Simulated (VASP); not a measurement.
**HfB: single point with PBE**

HfB:

```xyz
2
Lattice="0.0000 2.3100 2.3100 2.3100 0.0000 2.3100 2.3100 2.3100 0.0000" Properties=species:S:1:pos:R:3 pbc="T T T"
Hf    2.3100    2.3100    2.3100
B     0.0000    0.0000    0.0000
```

```yaml
Program: VASP 6.6.1
Task: single point
Functional: PBE
Potentials_or_basis: VASP PAW PBE potentials, release 64 (Hf_pv, B)
Cutoff: 520 eV
k_mesh: 10 × 10 × 10
Occupations: gaussian, width 0.026 eV
Spin: no spin polarisation
```

```yaml
Pressure: 30.2 GPa
```

Levels at points of the mesh, in eV from the Fermi level:
```csv
k point,band 4,band 5,band 6,band 7,band 8,band 9,band 10,band 11
"(0.00, 0.00, 0.00)",-9.55,2.23,2.23,2.23,3.97,3.97,3.97,4.26
"(0.50, 0.00, 0.00)",-5.00,-4.05,-1.35,-1.35,6.57,6.57,7.62,8.48
"(0.50, 0.50, 0.00)",-6.72,-1.07,-0.89,2.39,2.39,6.28,7.95,7.95
```

Wall time 4.5 s on 1 thread of Intel(R) Xeon(R) 6975P-C (Granite Rapids) (shared host), peak memory 0.15 GiB.

Caveat: spin-orbit coupling is left out, which moves the levels of the heavy elements.
